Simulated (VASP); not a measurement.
Set up this calculation in VASP 6.6.1, as the native input.

- Task: single point
- Functional: PBEsol
- Potentials or basis: VASP PAW PBE potentials, release 64 (Sn_d, O)
- Cutoff: 520 eV
- k mesh: 10 × 10 × 8
- Occupations: gaussian, width 0.15 eV
- Spin: no spin polarisation
- Dipole correction: no
- Further INCAR settings: ALGO = Normal; EDIFF = 1e-06; NBANDS = 28

The structure of SnO lies in POSCAR:

```
SnO
1.0
    3.9564242214      0.0000000000      0.0000000000
    0.0000000000      3.9564242214      0.0000000000
    0.0000000000      0.0000000000      4.7505758552
Sn O
2 2
Direct
   -0.0304921801      0.5000000000      0.2424656074
    0.5304921801      0.0000000000      0.7575343926
    0.0046169932      0.0000000000      0.0000000000
    0.4953830068      0.5000000000      0.0000000000
```

This cell differs from its parent crystal: atoms displaced along a vibrational mode, the cell strained.

The input as run:

INCAR

```
SYSTEM = SnO
ALGO = Normal ; EDIFF = 1E-6
ENCUT = 520 ; GGA = PS
ISIF = 2 ; ISMEAR = 0
LASPH = .True. ; LCHARG = .False.
LREAL = .False. ; LWAVE = .False.
NBANDS = 28 ; NELM = 80
PREC = Accurate ; SIGMA = 0.15
```

KPOINTS

```
k-points
0
Gamma
  10 10 8
  0 0 0
```

Potentials or basis: VASP PAW PBE potentials, release 64 (Sn_d, O).

Launch:

```sh
$ cat potpaw_PBE.64/Sn_d/POTCAR potpaw_PBE.64/O/POTCAR > POTCAR
$ mpirun -np 1 vasp_std > vasp.out
```

It gave:

```json
{
  "Pressure": "-6.1 GPa",
  "Largest force": "0.750 eV/Å",
  "Band gap on the k mesh": "0.38 eV (least direct gap 1.91 eV)"
}
```

Caveat: the cell differs from its parent crystal (atoms displaced along a vibrational mode, the cell strained); the cell stands under tension; the PAW data sets were made with another functional, which shifts forces and pressure a little; spin-orbit coupling is left out, which moves the levels of the heavy elements.

Run time: 3 min on 1 thread of Intel(R) Xeon(R) 6975P-C (Granite Rapids), on a shared host, peak memory 0.49 GiB.
